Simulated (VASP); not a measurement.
Set up this calculation in VASP 6.6.1, as the native input.

* Task: single point
* Functional: r2SCAN
* Potentials or basis: VASP PAW PBE potentials, release 64 (Cd, C)
* Cutoff: 520 eV
* k mesh: 6 × 6 × 4
* Occupations: gaussian, width 0.1 eV
* Spin: no spin polarisation
* Dipole correction: no
* Further INCAR settings: ALGO = Normal; EDIFF = 1e-06; NBANDS = 30

The system is Cd3C2.

```
Cd C
1.0
     3.89386    0.00000    0.00000
    -1.94693    3.37218    0.00000
     0.00000    0.00000    6.00343
Cd C
3 2
Direct
  0.00000 0.00000 0.00000
  0.33333 0.66667 0.66215
  0.66667 0.33333 0.33785
  0.33333 0.66667 0.23847
  0.66667 0.33333 0.76153
```

The input as run:

POSCAR

```
Cd3C2
1.0
    3.8938566739      0.0000000000      0.0000000000
   -1.9469283369      3.3721787983      0.0000000000
    0.0000000000      0.0000000000      6.0034283303
Cd C
3 2
Direct
    0.0000000000      0.0000000000      0.0000000000
    0.3333333333      0.6666666667      0.6621458806
    0.6666666667      0.3333333333      0.3378541194
    0.3333333333      0.6666666667      0.2384653259
    0.6666666667      0.3333333333      0.7615346741
```

INCAR.step1

```
SYSTEM = Cd3C2
  PREC = Accurate
  ENCUT = 520
  ISMEAR = 0
  SIGMA = 0.1
  LREAL = .False.
  LASPH = .True.
  NELM = 100
  NBANDS = 30
  GGA = PE
  ALGO = Normal
  EDIFF = 1E-4
  LWAVE = .True.
  LCHARG = .False.
```

INCAR.step2

```
SYSTEM = Cd3C2
  PREC = Accurate
  ENCUT = 520
  EDIFF = 1E-6
  ISMEAR = 0
  SIGMA = 0.1
  LREAL = .False.
  LASPH = .True.
  NELM = 100
  ALGO = Normal
  ISIF = 2
  LWAVE = .False.
  LCHARG = .False.
  METAGGA = R2SCAN
  LMIXTAU = .True.
  NBANDS = 30
  ISTART = 1
```

KPOINTS

```
regular mesh
0
Gamma
  6 6 4
  0 0 0
```

Potentials or basis: VASP PAW PBE potentials, release 64 (Cd, C).

Command:

```console
$ cat potpaw_PBE.64/Cd/POTCAR potpaw_PBE.64/C/POTCAR > POTCAR
$ cp INCAR.step1 INCAR
$ mpirun -np 1 vasp_std > vasp.out
$ cp INCAR.step2 INCAR
$ mpirun -np 1 vasp_std > vasp.out
```

Results of the run:

The pressure is 0.9 GPa and the largest force is 0.021 eV/Å. The band gap on the k mesh is zero (band 22 reaches 3.71 eV, above the bottom of band 23 at 1.33 eV).

Caveat: the PAW data sets were made with another functional, which shifts forces and pressure a little.

Run time: 2.4 min on 1 thread of Intel(R) Xeon(R) Platinum 8488C (Sapphire Rapids), on a shared host, peak memory 0.22 GiB.
